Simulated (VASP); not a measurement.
# NaY (Pm-3m) in VASP: notebook

NaY is run at these levels: PBEsol; tasks: single point, relaxation of cell and atoms.

Program: VASP 6.6.1. These are calculated values, not measurements. Logs are shortened: lines on timing, memory, paths and dates and some standing lists are left out, and cuts for length are marked.

**1. The cell of the first run**

It takes space group Pm-3m (No. 221, cubic). The conventional cell has a = 3.966 Å, b = 3.966 Å, c = 3.966 Å, α = 90.00°, β = 90.00°, γ = 90.00°. Na (site symmetry m-3m) has 8 Y at 3.43 Å and 6 Na at 3.97 Å within 4.5 Å. Y (site symmetry m-3m) has 8 Na at 3.43 Å and 6 Y at 3.97 Å within 4.5 Å.

**2. Single point, PBEsol**

INCAR reads:

```
SYSTEM = NaY
PREC = Accurate
ENCUT = 520
EDIFF = 1E-6
ISMEAR = -1
SIGMA = 0.15
LREAL = .False.
LASPH = .True.
NELM = 60
ALGO = Fast
ISIF = 2
LWAVE = .False.
LCHARG = .False.
GGA = PS
NBANDS = 16
```

KPOINTS reads:

```
Automatic mesh
0
Gamma
  10 10 10
  0 0 0
```

POSCAR reads:

```
NaY
1.0
    3.9657264414      0.0000000000      0.0000000000
    0.0000000000      3.9657264414      0.0000000000
    0.0000000000      0.0000000000      3.9657264414
Na Y
1 1
Direct
    0.5000000000      0.5000000000      0.5000000000
    0.0000000000      0.0000000000      0.0000000000
```

Potentials or basis: VASP PAW PBE potentials, release 64 (Na_pv, Y_sv).

On the command line:

```console
cat potpaw_PBE.64/Na_pv/POTCAR potpaw_PBE.64/Y_sv/POTCAR > POTCAR
mpirun -np 1 vasp_std > vasp.out
```

OUTCAR:

```text
SYSTEM = NaY
   PREC = Accurate
   ENCUT = 520
   EDIFF = 1E-6
   ISMEAR = -1
   LREAL = .False.
   LASPH = .True.
   NELM = 60
   ISIF = 2
   GGA = PS

 ion  position               nearest neighbor table
   1  0.500  0.500  0.500-   2 3.43   2 3.43   2 3.43   2 3.43   2 3.43   2 3.43   2 3.43   2 3.43

   2  0.000  0.000  0.000-   1 3.43   1 3.43   1 3.43   1 3.43   1 3.43   1 3.43   1 3.43   1 3.43

  LATTYP: Found a simple cubic cell.
 ALAT       =     3.9657264414

  Lattice vectors:

 A1 = (   3.9657264414,   0.0000000000,   0.0000000000)
 A2 = (   0.0000000000,   3.9657264414,   0.0000000000)
 A3 = (   0.0000000000,   0.0000000000,   3.9657264414)

Analysis of symmetry for initial positions (statically):
=====================================================================
 Subroutine PRICEL returns:
 Original cell was already a primitive cell.

 Routine SETGRP: Setting up the symmetry group for a
 simple cubic supercell.

 Subroutine GETGRP returns: Found 48 space group operations
 (whereof 48 operations were pure point group operations)
 out of a pool of 48 trial point group operations.

The static configuration has the point symmetry O_h .

Analysis of symmetry for dynamics (positions and initial velocities):
=====================================================================
 Subroutine PRICEL returns:
 Original cell was already a primitive cell.

 Routine SETGRP: Setting up the symmetry group for a
 simple cubic supercell.

 Subroutine GETGRP returns: Found 48 space group operations
 (whereof 48 operations were pure point group operations)
 out of a pool of 48 trial point group operations.

The dynamic configuration has the point symmetry O_h .

 Subroutine INISYM returns: Found 48 space group operations
 (whereof 48 operations are pure point group operations),
 and found     1 'primitive' translations

----------------------------------------------------------------------------------------

                                     Primitive cell

  volume of cell :      62.3689

  direct lattice vectors                    reciprocal lattice vectors
     3.965726441  0.000000000  0.000000000     0.252160610  0.000000000  0.000000000
     0.000000000  3.965726441  0.000000000     0.000000000  0.252160610  0.000000000
     0.000000000  0.000000000  3.965726441     0.000000000  0.000000000  0.252160610

  length of vectors
     3.965726441  3.965726441  3.965726441     0.252160610  0.252160610  0.252160610

  position of ions in fractional coordinates (direct lattice)
     0.500000000  0.500000000  0.500000000
     0.000000000  0.000000000  0.000000000

  ion indices of the primitive-cell ions
   primitive index   ion index
                 1           1
                 2           2

----------------------------------------------------------------------------------------

 KPOINTS: Automatic mesh

Automatic generation of k-mesh.
 Grid dimensions read from file:
 generate k-points for:   10   10   10

 Generating k-lattice:

  Cartesian coordinates                     Fractional coordinates (reciprocal lattice)
     0.025216061  0.000000000  0.000000000     0.100000000  0.000000000  0.000000000
     0.000000000  0.025216061  0.000000000     0.000000000  0.100000000  0.000000000
     0.000000000  0.000000000  0.025216061     0.000000000  0.000000000  0.100000000

  Length of vectors
     0.025216061  0.025216061  0.025216061

  Shift w.r.t. Gamma in fractional coordinates (k-lattice)
     0.000000000  0.000000000  0.000000000

 Subroutine IBZKPT returns following result:
 ===========================================

 Found     56 irreducible k-points:

 Following reciprocal coordinates:
            Coordinates               Weight
  0.000000  0.000000  0.000000      1.000000
  0.100000  0.000000  0.000000      6.000000
  0.200000  0.000000  0.000000      6.000000
  0.300000  0.000000  0.000000      6.000000
  0.400000  0.000000  0.000000      6.000000
  0.500000  0.000000  0.000000      3.000000
[... 16 lines left out ...]
  0.200000  0.100000  0.100000     24.000000
  0.300000  0.100000  0.100000     24.000000
 [... further k-points ...]
   k-points           NKPTS =     56   k-points in BZ     NKDIM =     56   number of bands    NBANDS=     16
   number of dos      NEDOS =    301   number of ions     NIONS =      2
   total plane-waves  NPLWV =  27000
   dimension x,y,z NGX =    30 NGY =   30 NGZ =   30
   dimension x,y,z NGXF=    60 NGYF=   60 NGZF=   60
   ions per type =               1   1
   NGX,Y,Z   is equivalent  to a cutoff of  12.58, 12.58, 12.58 a.u.
   NGXF,Y,Z  is equivalent  to a cutoff of  25.15, 25.15, 25.15 a.u.
 SYSTEM =  NaY
   PREC   = accura    normal or accurate (medium, high low for compatibility)
   ISTART =      0    job   : 0-new  1-cont  2-samecut
   ICHARG =      2    charge: 1-file 2-atom 10-const
   ISPIN  =      1    spin polarized calculation?
   LNONCOLLINEAR =      F non collinear calculations
   LSORBIT =      F    spin-orbit coupling
   LASPH  =      T    aspherical Exc in radial PAW
   ENCUT  =  520.0 eV  38.22 Ry    6.18 a.u.   7.37  7.37  7.37*2*pi/ulx,y,z
   NELM   =     60;   NELMIN=  2; NELMDL= -5     # of ELM steps
   EDIFF  = 0.1E-05   stopping-criterion for ELM
   LREAL  =      F    real-space projection
   EDIFFG = 0.1E-04   stopping-criterion for IOM
   NSW    =      0    number of steps for IOM
   IBRION =     -1    ionic relax: 0-MD 1-quasi-New 2-CG
   NFREE  =      0    steps in history (QN), initial steepest desc. (CG)
   ISIF   =      2    stress and relaxation
   ISYM   =      2    0-nonsym 1-usesym 2-fastsym
   POTIM  = 0.5000    time-step for ionic-motion
   TEBEG  =    0.0;   TEEND  =   0.0 temperature during run
   PSTRESS=    0.0 pullay stress
   NELECT =      18.0000    total number of electrons
   NUPDOWN=      -1.0000    fix difference up-down
   EMIN   =  10.00;   EMAX   =-10.00  energy-range for DOS
   EFERMI =   0.00;   METHOD = LEGACY
   ISMEAR =    -1;   SIGMA  =   0.15  broadening in eV -4-tet -1-fermi 0-gaus
   EFERMI_NEDOS =   21; number of points for ismear=-14 and -15
   IALGO  =     68    algorithm
   IMIX   =      4    mixing-type and parameters
     AMIX     =   0.40;   BMIX     =  1.00
     AMIX_MAG =   1.60;   BMIX_MAG =  1.00
  volume/ion in A,a.u.               =      31.18       210.44
  Fermi-wavevector in a.u.,A,eV,Ry     =   1.081873  2.044443 15.924925  1.170449
  Thomas-Fermi vector in A             =   2.217900
   LORBIT       =      0    0 simple, 1 ext, 2 COOP (PROOUT), +10 PAW based schemes
   GGA     = PS    functional components
   LHFCALC =     F    Hartree Fock is set to
   AEXX    =    0.0000 exact exchange contribution
   IVDW    =     0    specifies the selected vdW correction
   LEPSILON=     F    determine dielectric tensor
   LRPA    =     F    only Hartree local field effects (RPA)
 non-spin polarized calculation
 RMM-DIIS sequential band-by-band and
  energy-cutoff  :      520.00
  volume of cell :       62.37
 maximum number of plane-waves:      1743
 NGX is ok and might be reduce to    30
   NGX = 15   NGY = 15   NGZ = 15

 number of electron      18.0000000 magnetization

 Free energy of the ion-electron system (eV)
  ---------------------------------------------------
  ext. energy  EPLUGINS =         0.00000000
  ---------------------------------------------------
  free energy    TOTEN  =        -7.41330840 eV

  energy without entropy =       -7.21050706  energy(sigma->0) =       -7.31190773

 E-fermi :   1.9450     XC(G=0):  -8.5144

 val. band max:        1.9418549842   @ k =   0.2000   0.1000   0.0000
 cond. band min:       1.9465852636   @ k =   0.4000   0.4000   0.3000
 fundamental gap:      0.0047302794
 Fermi energy:         1.9449506241

 k-point     1 :       0.0000    0.0000    0.0000
  band No.  band energies     occupation
      1     -41.4545      2.00000
      2     -21.6095      2.00000
      3     -21.6095      2.00000
      4     -21.6095      2.00000
      5     -21.3466      2.00000
      6     -21.3466      2.00000
[... 8 lines left out ...]
     15       7.5238      0.00000
     16       7.5238      0.00000

 k-point     2 :       0.1000    0.0000    0.0000
  band No.  band energies     occupation
      1     -41.4539      2.00000
      2     -21.6095      2.00000
      3     -21.6073      2.00000
      4     -21.6073      2.00000
      5     -21.3584      2.00000
      6     -21.3478      2.00000
[... 8 lines left out ...]
     15       7.7767      0.00000
     16       7.7767      0.00000

 k-point     3 :       0.2000    0.0000    0.0000
  band No.  band energies     occupation
      1     -41.4526      2.00000
      2     -21.6089      2.00000
      3     -21.6016      2.00000
      4     -21.6016      2.00000
      5     -21.3900      2.00000
      6     -21.3512      2.00000
[... 8 lines left out ...]
     15       8.3476      0.00000
     16       8.3476      0.00000

 k-point     4 :       0.3000    0.0000    0.0000
  band No.  band energies     occupation
      1     -41.4508      2.00000
      2     -21.6066      2.00000
      3     -21.5943      2.00000
      4     -21.5943      2.00000
      5     -21.4303      2.00000
      6     -21.3557      2.00000
[... 8 lines left out ...]
     15       8.9464      0.00000
     16       8.9797      0.00000
[... 324 lines left out ...]
 k-point    22 :       0.1000    0.1000    0.1000
  band No.  band energies     occupation
      1     -41.4529      2.00000
      2     -21.6108      2.00000
      3     -21.6108      2.00000
      4     -21.5968      2.00000
      5     -21.3703      2.00000
      6     -21.3547      2.00000
[... 8 lines left out ...]
     15       7.5575      0.00000
     16       7.5575      0.00000

 k-point    23 :       0.2000    0.1000    0.1000
  band No.  band energies     occupation
      1     -41.4515      2.00000
      2     -21.6158      2.00000
      3     -21.6045      2.00000
      4     -21.5916      2.00000
      5     -21.3940      2.00000
      6     -21.3593      2.00000
[... 8 lines left out ...]
     15       8.0437      0.00000
     16       8.1133      0.00000

 k-point    24 :       0.3000    0.1000    0.1000
  band No.  band energies     occupation
      1     -41.4498      2.00000
      2     -21.6174      2.00000
      3     -21.5964      2.00000
      4     -21.5904      2.00000
      5     -21.4265      2.00000
      6     -21.3639      2.00000
[... 8 lines left out ...]
     15       8.5657      0.00000
     16       8.6363      0.00000

 [... further k-points ...]
[... 5 lines left out ...]
  --------------------------------------------------------------------------------------
  -------------------------------------------------------------------------------------
  Total       -0.0029449     -0.0029449     -0.0029449     -0.0000000      0.0000000     -0.0000000
  in kB       -0.0756518     -0.0756518     -0.0756518     -0.0000000      0.0000000     -0.0000000
  external PRESSURE =      -0.0756518 kB  Pullay stress =       0.0000000 kB

 VOLUME and BASIS-vectors are now :
 -----------------------------------------------------------------------------
  energy-cutoff  :      520.00
  volume of cell :       62.37
      direct lattice vectors                 reciprocal lattice vectors
     3.965726441  0.000000000  0.000000000     0.252160610  0.000000000  0.000000000
     0.000000000  3.965726441  0.000000000     0.000000000  0.252160610  0.000000000
     0.000000000  0.000000000  3.965726441     0.000000000  0.000000000  0.252160610

 POSITION                                       TOTAL-FORCE (eV/Angst)
 -----------------------------------------------------------------------------------
      1.98286      1.98286      1.98286         0.000000      0.000000      0.000000
      0.00000      0.00000      0.00000         0.000000      0.000000      0.000000
 -----------------------------------------------------------------------------------
    total drift:                                0.000000      0.000000      0.000000

  FREE ENERGIE OF THE ION-ELECTRON SYSTEM (eV)
  ---------------------------------------------------
  free  energy   TOTEN  =        -7.4133084035 eV

  energy  without entropy=       -7.2105070623  energy(sigma->0) =       -7.31190773
```

Run time: 80 s. Hardware: 1 thread of Intel Xeon Platinum 8259CL at 2.50GHz (Skylake/Cascade Lake), shared host; peak memory 0.21 GiB.

Results:

- Free energy: -7.4133 eV
- Pressure: 0.0 GPa
- Band gap on the k mesh: zero (band 9 reaches 2.19 eV, above the bottom of band 10 at 1.55 eV)

Levels at points of the mesh, in eV from the Fermi level:
| k point | band 7 | band 8 | band 9 | band 10 | band 11 | band 12 |
| --- | --- | --- | --- | --- | --- | --- |
| (0.00, 0.00, 0.00) | -23.29 | -4.30 | -0.20 | -0.20 | 2.92 | 2.92 |
| (0.50, 0.00, 0.00) | -23.31 | -2.28 | -1.23 | 0.33 | 1.62 | 1.62 |
| (0.50, 0.50, 0.00) | -23.30 | -1.15 | -0.49 | 0.80 | 0.80 | 1.85 |
| (0.50, 0.50, 0.50) | -23.40 | -0.40 | -0.40 | -0.40 | 3.07 | 3.07 |

Caveat: the PAW data sets were made with another functional, which shifts forces and pressure a little.

**3. Relaxation of cell and atoms, PBEsol**

This run uses another cell than the first one, of 31.01 Å³/atom, 0.994 times its volume.

INCAR reads:

```
SYSTEM = NaY
PREC = Accurate
ENCUT = 600
EDIFF = 1E-7
ISMEAR = -1
SIGMA = 0.15
LREAL = .False.
LASPH = .True.
NELM = 100
ALGO = Normal
ISIF = 3
LWAVE = .False.
LCHARG = .False.
GGA = PS
IBRION = 2
NSW = 80
EDIFFG = -0.001
```

KPOINTS is that of step 2.

POSCAR reads:

```
NaY
1.0
    3.9581987700      0.0000000000      0.0000000000
    0.0000000000      3.9581987700      0.0000000000
    0.0000000000      0.0000000000      3.9581987700
Na Y
1 1
Direct
    0.5000000000      0.5000000000      0.5000000000
    0.0000000000      0.0000000000      0.0000000000
```

Potentials or basis: VASP PAW PBE potentials, release 64 (Na_pv, Y_sv).

On the command line:

```console
cat potpaw_PBE.64/Na_pv/POTCAR potpaw_PBE.64/Y_sv/POTCAR > POTCAR
mpirun -np 1 vasp_std > vasp.out
```

Wall time 1.7 min (1 thread of Intel Xeon Platinum 8259CL at 2.50GHz (Skylake/Cascade Lake), shared host); peak memory 0.23 GiB.

The run converged. Its results:

```yaml
Free_energy: -7.4135 eV
Relaxed_volume: 31.16 Å³/atom
Relaxed_cell: a = 3.965 Å, b = 3.965 Å, c = 3.965 Å, α = 90.00°, β = 90.00°, γ = 90.00°
Space_group_after_relaxing_to_0.05_Å: Pm-3m (No. 221)
Energy_gained_by_relaxing: 0.1 meV/atom
Ionic_steps: 5
Pressure_after_relaxing: 0.0 GPa
Band_gap_on_the_k_mesh: zero (band 9 reaches 2.20 eV, above the bottom of band 10 at 1.55 eV)
```

The path:
```csv
step,energy change (eV),largest force (eV/Å),pressure (GPa),volume (Å³)
1,0.0000,0.0000,0.12,62.01
2,-0.0001,0.0000,0.03,62.23
3,-0.0001,0.0000,0.02,62.27
4,-0.0001,0.0000,-0.02,62.35
5,-0.0001,0.0000,0.01,62.32
```

Final structure:
```xyz
2
Lattice="3.9646 0.0000 0.0000 0.0000 3.9646 0.0000 0.0000 0.0000 3.9646" Properties=species:S:1:pos:R:3 pbc="T T T"
Na    1.9823    1.9823    1.9823
Y     0.0000    0.0000    0.0000
```

Levels at points of the mesh, in eV from the Fermi level:
```tsv
k point	band 5	band 6	band 7	band 8	band 9	band 10	band 11	band 12	band 13
(0.00, 0.00, 0.00)	-23.29	-23.29	-23.29	-4.30	-0.20	-0.20	2.92	2.92	2.92
(0.50, 0.00, 0.00)	-23.42	-23.30	-23.30	-2.28	-1.23	0.33	1.62	1.62	3.09
(0.50, 0.50, 0.00)	-23.35	-23.35	-23.29	-1.16	-0.49	0.81	0.81	1.85	1.85
(0.50, 0.50, 0.50)	-23.40	-23.40	-23.40	-0.40	-0.40	-0.40	3.07	3.07	3.07
```

Caveat: the PAW data sets were made with another functional, which shifts forces and pressure a little.
